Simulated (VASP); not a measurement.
Set up this calculation in VASP 6.6.1, as the native input.

```
Task                   : single point
Functional             : PBE
Potentials or basis    : VASP PAW PBE potentials, release 64 (Pr_3, Sc_sv, O), 4f in core
Cutoff                 : 600 eV
k mesh                 : 6 × 6 × 6
Occupations            : gaussian, width 0.2 eV
Spin                   : no spin polarisation
Dipole correction      : no
Further INCAR settings : ALGO = Normal; EDIFF = 1e-06; NBANDS = 21
```

The structure of PrScO lies in POSCAR:

```
PrScO
1.0
   -2.0056400940      3.6753935761      2.5813570178
    2.0056400940     -3.6753935761      2.5813570178
    2.0056400940      3.6753935761     -2.5813570178
Pr Sc O
1 1 1
Direct
    0.5000000000      0.5000000000      0.0000000000
    0.0000000000      0.5000000000      0.5000000000
    0.0000000000      0.0000000000      0.0000000000
```

The cell was generated, and may not be a known phase.

The input as run:

INCAR

```
SYSTEM = PrScO
PREC = Accurate ; ENCUT = 600
EDIFF = 1E-6 ; ISMEAR = 0
SIGMA = 0.2 ; LREAL = .False.
LASPH = .True. ; NELM = 200
ALGO = Normal ; ISIF = 2
LWAVE = .False. ; LCHARG = .True.
GGA = PE ; LELF = .True.
LVHAR = .True. ; NBANDS = 21
GGA_COMPAT = .False. ; LMAXMIX = 6
```

KPOINTS

```
Automatic mesh
0
Gamma
  6 6 6
  0 0 0
```

Potentials or basis: VASP PAW PBE potentials, release 64 (Pr_3, Sc_sv, O), 4f in core.

Launch:

```console
$ cat potpaw_PBE.64/Pr_3/POTCAR potpaw_PBE.64/Sc_sv/POTCAR potpaw_PBE.64/O/POTCAR > POTCAR
$ mpirun -np 1 vasp_std > vasp.out
```

It gave:

- Pressure: 0.3 GPa
- Band gap on the k mesh: zero (bands 14 and 15 overlap by 0.93 eV)

Caveat: spin-orbit coupling is left out, which moves the levels of the heavy elements; the 4f electrons are frozen in the core, so they carry no moment and show no levels; the run has no spin polarisation, though such a crystal can be magnetic.

Run time: 2.1 min on 1 thread of Intel(R) Xeon(R) Platinum 8259CL CPU @ 2.50GHz (Skylake/Cascade Lake), on a shared host, peak memory 0.3 GiB.
